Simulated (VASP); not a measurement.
# BaTe (Fm-3m) in VASP: a series of runs

Runs on BaTe. Level: PBE+D3(BJ). Tasks: single point.

All numbers are computed with VASP 6.6.1; they aren't measurements. Logs are shortened: lines on timing, memory, paths and dates and some standing lists are left out, and cuts for length are marked.

## (1) The cell of the first run

The structure is cubic, space group Fm-3m (No. 225). Conventional cell: a = 6.820 Å, b = 6.820 Å, c = 6.820 Å, α = 90.00°, β = 90.00°, γ = 90.00°. Within 4.5 Å of Ba (site symmetry m-3m) lie 6 Te at 3.41 Å. Within 4.5 Å of Te (site symmetry m-3m) lie 6 Ba at 3.41 Å.

## (2) Single point, PBE+D3(BJ)

Contents of INCAR:

```
SYSTEM = BaTe
ALGO = Normal
EDIFF = 1E-6
ENCUT = 500
GGA = PE
GGA_COMPAT = .False.
ISIF = 2
ISMEAR = 0
IVDW = 12
LASPH = .True.
LCHARG = .False.
LREAL = .False.
LWAVE = .False.
NBANDS = 15
NELM = 120
PREC = Accurate
SIGMA = 0.01
```

Contents of KPOINTS:

```
k-points
0
Gamma
  6 6 6
  0 0 0
```

Contents of POSCAR:

```
BaTe
1.0
    0.0000000000      3.4100000000      3.4100000000
    3.4100000000      0.0000000000      3.4100000000
    3.4100000000      3.4100000000      0.0000000000
Ba Te
1 1
Direct
    0.0000000000      0.0000000000      0.0000000000
    0.5000000000      0.5000000000      0.5000000000
```

Potentials or basis: VASP PAW PBE potentials, release 64 (Ba_sv, Te).

Started as:

```sh
> cat potpaw_PBE.64/Ba_sv/POTCAR potpaw_PBE.64/Te/POTCAR > POTCAR
> mpirun -np 1 vasp_std > vasp.out
```

OUTCAR:

```text
SYSTEM = BaTe
   EDIFF = 1E-6
   ENCUT = 500
   GGA = PE
   ISIF = 2
   ISMEAR = 0
   IVDW = 12
   LASPH = .True.
   LREAL = .False.
   NELM = 120
   PREC = Accurate
 IVDW          = 12

 ion  position               nearest neighbor table
   1  0.000  0.000  0.000-   2 3.41   2 3.41   2 3.41   2 3.41   2 3.41   2 3.41
   2  0.500  0.500  0.500-   1 3.41   1 3.41   1 3.41   1 3.41   1 3.41   1 3.41

  LATTYP: Found a face centered cubic cell.
 ALAT       =     6.8200000000

  Lattice vectors:

 A1 = (   0.0000000000,   3.4100000000,   3.4100000000)
 A2 = (   3.4100000000,   0.0000000000,   3.4100000000)
 A3 = (   3.4100000000,   3.4100000000,   0.0000000000)

Analysis of symmetry for initial positions (statically):
=====================================================================
 Subroutine PRICEL returns:
 Original cell was already a primitive cell.

 Routine SETGRP: Setting up the symmetry group for a
 face centered cubic supercell.

 Subroutine GETGRP returns: Found 48 space group operations
 (whereof 48 operations were pure point group operations)
 out of a pool of 48 trial point group operations.

The static configuration has the point symmetry O_h .

Analysis of symmetry for dynamics (positions and initial velocities):
=====================================================================
 Subroutine PRICEL returns:
 Original cell was already a primitive cell.

 Routine SETGRP: Setting up the symmetry group for a
 face centered cubic supercell.

 Subroutine GETGRP returns: Found 48 space group operations
 (whereof 48 operations were pure point group operations)
 out of a pool of 48 trial point group operations.

The dynamic configuration has the point symmetry O_h .

 Subroutine INISYM returns: Found 48 space group operations
 (whereof 48 operations are pure point group operations),
 and found     1 'primitive' translations

----------------------------------------------------------------------------------------

                                     Primitive cell

  volume of cell :      79.3036

  direct lattice vectors                    reciprocal lattice vectors
     0.000000000  3.410000000  3.410000000    -0.146627566  0.146627566  0.146627566
     3.410000000  0.000000000  3.410000000     0.146627566 -0.146627566  0.146627566
     3.410000000  3.410000000  0.000000000     0.146627566  0.146627566 -0.146627566

  length of vectors
     4.822468248  4.822468248  4.822468248     0.253966394  0.253966394  0.253966394

  position of ions in fractional coordinates (direct lattice)
     0.000000000  0.000000000  0.000000000
     0.500000000  0.500000000  0.500000000

  ion indices of the primitive-cell ions
   primitive index   ion index
                 1           1
                 2           2

----------------------------------------------------------------------------------------

 KPOINTS: k-points

Automatic generation of k-mesh.
 Grid dimensions read from file:
 generate k-points for:    6    6    6

 Generating k-lattice:

  Cartesian coordinates                     Fractional coordinates (reciprocal lattice)
    -0.024437928  0.024437928  0.024437928     0.166666667  0.000000000  0.000000000
     0.024437928 -0.024437928  0.024437928     0.000000000  0.166666667  0.000000000
     0.024437928  0.024437928 -0.024437928     0.000000000  0.000000000  0.166666667

  Length of vectors
     0.042327732  0.042327732  0.042327732

  Shift w.r.t. Gamma in fractional coordinates (k-lattice)
     0.000000000  0.000000000  0.000000000

 Subroutine IBZKPT returns following result:
 ===========================================

 Found     16 irreducible k-points:

 Following reciprocal coordinates:
            Coordinates               Weight
  0.000000  0.000000  0.000000      1.000000
  0.166667  0.000000  0.000000      8.000000
  0.333333  0.000000  0.000000      8.000000
  0.500000  0.000000  0.000000      4.000000
  0.166667  0.166667  0.000000      6.000000
  0.333333  0.166667  0.000000     24.000000
[... 8 lines left out ...]
 -0.333333  0.333333  0.166667     24.000000
 -0.333333  0.500000  0.166667     12.000000
   k-points           NKPTS =     16   k-points in BZ     NKDIM =     16   number of bands    NBANDS=     15
   number of dos      NEDOS =    301   number of ions     NIONS =      2
   total plane-waves  NPLWV =  46656
   dimension x,y,z NGX =    36 NGY =   36 NGZ =   36
   dimension x,y,z NGXF=    72 NGYF=   72 NGZF=   72
   ions per type =               1   1
   NGX,Y,Z   is equivalent  to a cutoff of  12.41, 12.41, 12.41 a.u.
   NGXF,Y,Z  is equivalent  to a cutoff of  24.82, 24.82, 24.82 a.u.
 SYSTEM =  BaTe
   PREC   = accura    normal or accurate (medium, high low for compatibility)
   ISTART =      0    job   : 0-new  1-cont  2-samecut
   ICHARG =      2    charge: 1-file 2-atom 10-const
   ISPIN  =      1    spin polarized calculation?
   LNONCOLLINEAR =      F non collinear calculations
   LSORBIT =      F    spin-orbit coupling
   LASPH  =      T    aspherical Exc in radial PAW
   ENCUT  =  500.0 eV  36.75 Ry    6.06 a.u.   8.79  8.79  8.79*2*pi/ulx,y,z
   NELM   =    120;   NELMIN=  2; NELMDL= -5     # of ELM steps
   EDIFF  = 0.1E-05   stopping-criterion for ELM
   LREAL  =      F    real-space projection
   EDIFFG = 0.1E-04   stopping-criterion for IOM
   NSW    =      0    number of steps for IOM
   IBRION =     -1    ionic relax: 0-MD 1-quasi-New 2-CG
   NFREE  =      0    steps in history (QN), initial steepest desc. (CG)
   ISIF   =      2    stress and relaxation
   ISYM   =      2    0-nonsym 1-usesym 2-fastsym
   POTIM  = 0.5000    time-step for ionic-motion
   TEBEG  =    0.0;   TEEND  =   0.0 temperature during run
   PSTRESS=    0.0 pullay stress
   NELECT =      16.0000    total number of electrons
   NUPDOWN=      -1.0000    fix difference up-down
   EMIN   =  10.00;   EMAX   =-10.00  energy-range for DOS
   EFERMI =   0.00;   METHOD = LEGACY
   ISMEAR =     0;   SIGMA  =   0.01  broadening in eV -4-tet -1-fermi 0-gaus
   EFERMI_NEDOS =   21; number of points for ismear=-14 and -15
   IALGO  =     38    algorithm
   IMIX   =      4    mixing-type and parameters
     AMIX     =   0.40;   BMIX     =  1.00
     AMIX_MAG =   1.60;   BMIX_MAG =  1.00
  volume/ion in A,a.u.               =      39.65       267.58
  Fermi-wavevector in a.u.,A,eV,Ry     =   0.960175  1.814468 12.543704  0.921936
  Thomas-Fermi vector in A             =   2.089436
   LORBIT       =      0    0 simple, 1 ext, 2 COOP (PROOUT), +10 PAW based schemes
   GGA     = PE    functional components
   LHFCALC =     F    Hartree Fock is set to
   AEXX    =    0.0000 exact exchange contribution
   IVDW    =    12    specifies the selected vdW correction
   LEPSILON=     F    determine dielectric tensor
   LRPA    =     F    only Hartree local field effects (RPA)
 non-spin polarized calculation
 Gauss-broadening in eV      SIGMA  =   0.01
  energy-cutoff  :      500.00
  volume of cell :       79.30
 maximum number of plane-waves:      2044
   NGX = 17   NGY = 17   NGZ = 17

 number of electron      16.0000000 magnetization

 Free energy of the ion-electron system (eV)
  ---------------------------------------------------
  ext. energy  EPLUGINS =         0.00000000
  ---------------------------------------------------
  free energy    TOTEN  =        -8.51195944 eV

  energy without entropy =       -8.51195944  energy(sigma->0) =       -8.51195944

 E-fermi :   2.8502     XC(G=0):  -8.5640

 val. band max:        2.7966762520   @ k =   0.0000   0.0000   0.0000
 cond. band min:       4.1245857549   @ k =   0.5000   0.5000   0.0000
 fundamental gap:      1.3279095030
 Fermi energy:         2.8502048857

 k-point     1 :       0.0000    0.0000    0.0000
  band No.  band energies     occupation
      1     -24.0342      2.00000
      2      -9.2068      2.00000
      3      -9.2068      2.00000
      4      -9.2068      2.00000
      5      -6.9300      2.00000
      6       2.7967      2.00000
      7       2.7967      2.00000
      8       2.7967      2.00000
      9       5.6586      0.00000
     10       5.6586      0.00000
     11       5.6586      0.00000
     12       6.0239      0.00000
     13       6.3623      0.00000
     14       6.3623      0.00000
     15       9.7749      0.00000

 k-point     2 :       0.1667    0.0000    0.0000
  band No.  band energies     occupation
      1     -24.0291      2.00000
      2      -9.3916      2.00000
      3      -9.2102      2.00000
      4      -9.2102      2.00000
      5      -6.6591      2.00000
      6       1.9194      2.00000
      7       2.3501      2.00000
      8       2.3501      2.00000
      9       5.7512      0.00000
     10       6.0271      0.00000
     11       6.0271      0.00000
     12       7.1397      0.00000
     13       7.2247      0.00000
     14       7.2247      0.00000
     15      10.6933      0.00000

 k-point     3 :       0.3333    0.0000    0.0000
  band No.  band energies     occupation
      1     -24.0188      2.00000
      2      -9.6857      2.00000
      3      -9.2169      2.00000
      4      -9.2169      2.00000
      5      -6.1748      2.00000
      6       0.7861      2.00000
      7       1.7356      2.00000
      8       1.7356      2.00000
      9       6.2261      0.00000
     10       6.9739      0.00000
     11       6.9739      0.00000
     12       8.4995      0.00000
     13       9.0572      0.00000
     14       9.0572      0.00000
     15      11.3322      0.00000
[... 199 lines left out ...]
 k-point    15 :      -0.3333    0.3333    0.1667
  band No.  band energies     occupation
      1     -24.0086      2.00000
      2      -9.5954      2.00000
      3      -9.3635      2.00000
      4      -9.2963      2.00000
      5      -6.2903      2.00000
      6       1.0626      2.00000
      7       1.7359      2.00000
      8       1.7442      2.00000
      9       6.4002      0.00000
     10       6.5235      0.00000
     11       8.3777      0.00000
     12       8.4696      0.00000
     13       8.5864      0.00000
     14      10.3786      0.00000
     15      11.5821      0.00000

 k-point    16 :      -0.3333    0.5000    0.1667
  band No.  band energies     occupation
      1     -24.0069      2.00000
      2      -9.4527      2.00000
      3      -9.4063      2.00000
      4      -9.3658      2.00000
      5      -6.4799      2.00000
      6       1.5913      2.00000
      7       1.7005      2.00000
      8       2.0007      2.00000
      9       5.2789      0.00000
     10       7.4489      0.00000
     11       7.7204      0.00000
     12       8.4072      0.00000
     13       8.8118      0.00000
     14       9.7441      0.00000
     15      11.2606      0.00000

------------------------ aborting loop because EDIFF is reached ----------------------------------------

 Edisp (eV)   -0.67858

 E8    (eV) :    -0.3500

  FORCE on cell =-STRESS in cart. coord.  units (eV):
  Direction    XX          YY          ZZ          XY          YZ          ZX
  --------------------------------------------------------------------------------------
  -------------------------------------------------------------------------------------
  Total       1.37508     1.37508     1.37508    -0.00000     0.00000    -0.00000
  in kB      27.78082    27.78082    27.78082    -0.00000     0.00000    -0.00000
  external pressure =       27.78 kB  Pullay stress =        0.00 kB

 VOLUME and BASIS-vectors are now :
 -----------------------------------------------------------------------------
  energy-cutoff  :      500.00
  volume of cell :       79.30
      direct lattice vectors                 reciprocal lattice vectors
     0.000000000  3.410000000  3.410000000    -0.146627566  0.146627566  0.146627566
     3.410000000  0.000000000  3.410000000     0.146627566 -0.146627566  0.146627566
     3.410000000  3.410000000  0.000000000     0.146627566  0.146627566 -0.146627566

 POSITION                                       TOTAL-FORCE (eV/Angst)
 -----------------------------------------------------------------------------------
      0.00000      0.00000      0.00000         0.000000     -0.000000     -0.000000
      3.41000      3.41000      3.41000        -0.000000      0.000000      0.000000
 -----------------------------------------------------------------------------------
    total drift:                                0.000000      0.000000      0.000000

  FREE ENERGIE OF THE ION-ELECTRON SYSTEM (eV)
  ---------------------------------------------------
  free  energy   TOTEN  =        -9.1905438054 eV

  energy  without entropy=       -9.1905438054  energy(sigma->0) =       -9.19054381
```

Wall time 36 s (1 thread of Intel Xeon 8259CL, shared host); peak memory 0.22 GiB.

What came out:

| Quantity | Value |
| --- | --- |
| Free energy | -9.1905 eV |
| Pressure | 2.8 GPa |
| Band gap on the k mesh | 1.33 eV, indirect (least direct gap 1.71 eV) |
| Dispersion energy per atom | -0.339 eV |

Caveat: three body term missing; spin-orbit coupling is left out, which moves the levels of the heavy elements. PBE gaps usually lie below the measured ones, often by a third to a half.

## (3) Single point, PBE+D3(BJ)

This run uses another cell than the first one, of 40.64 Å³/atom, 1.025 times its volume.

Contents of INCAR:

```
PREC = Accurate ; ENCUT = 500
EDIFF = 1E-6 ; ISMEAR = 0
SIGMA = 0.01 ; LREAL = False
LASPH = True ; NELM = 120
ALGO = Normal ; ISIF = 2
LWAVE = False ; LCHARG = False
GGA = PE ; IVDW = 12
NBANDS = 15 ; GGA_COMPAT = False
```

Contents of KPOINTS:

```
Automatic mesh
0
Gamma
  6 6 6
```

Contents of POSCAR:

```
BaTe
1.0
    0.0000000000      3.4381830962      3.4381830962
    3.4381830962      0.0000000000      3.4381830962
    3.4381830962      3.4381830962      0.0000000000
Ba Te
1 1
Direct
    0.0000000000      0.0000000000      0.0000000000
    0.5000000000      0.5000000000      0.5000000000
```

Potentials or basis: VASP PAW PBE potentials, release 64 (Ba_sv, Te).

Started as:

```sh
> cat potpaw_PBE.64/Ba_sv/POTCAR potpaw_PBE.64/Te/POTCAR > POTCAR
> mpirun -np 1 vasp_std > vasp.out
```

It took 36 s on 1 thread of Intel Xeon 8259CL, shared host; peak memory 0.21 GiB.

Results (log left out):

```
Free energy                : -9.2186 eV
Pressure                   : 1.8 GPa
Band gap on the k mesh     : 1.39 eV, indirect (least direct gap 1.77 eV)
Dispersion energy per atom : -0.330 eV
```

Levels at points of the mesh, in eV from the valence-band top:
| k point | band 6 | band 7 | band 8 | band 9 | band 10 | band 11 |
| --- | --- | --- | --- | --- | --- | --- |
| (0.00, 0.00, 0.00) | 0.00 | 0.00 | 0.00 | 2.89 | 2.89 | 2.89 |
| (0.50, 0.00, 0.00) | -2.39 | -1.24 | -1.24 | 4.26 | 4.88 | 5.00 |
| (0.50, 0.50, 0.00) | -1.15 | -0.38 | -0.38 | 1.39 | 4.51 | 4.89 |

Caveat: three body term missing; spin-orbit coupling is left out, which moves the levels of the heavy elements. A k mesh can miss the band edges.
